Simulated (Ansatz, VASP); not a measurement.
# One calculation of Sn, two programs

```
Sn
1.0
     1.62483   -2.84930    0.00000
     1.62483    2.84930    0.00000
     0.00000    0.00000    3.06977
Sn
1
Cartesian
  1.6248 0.0000 1.5349
```

Change from the starting cell: the structure that the rattled cell fell into.

Alike in both runs: functional PBE; k mesh 20 × 20 × 18; occupations gaussian, width 0.1 eV; no spin polarisation.

Ansatz relaxed the structure, and its values are those at the end. VASP's run is a single point on that final structure, the one shown.

```csv
,VASP,Ansatz
version,VASP 6.6.1,Ansatz 0.2.0
potentials or method,"VASP PAW PBE potentials, release 64 (Sn_d), cutoff 520 eV","scalar-relativistic, plane waves, PAW"
valence electrons in the cell,14,14
```

```tsv
	VASP	Ansatz	Ansatz less VASP
gap on the k mesh at the Fermi level (eV)	none	none	-
pressure (GPa)	-0.1	0.0	+0.06
```

A gap of «none» marks a metal or a gap that the smearing closes.
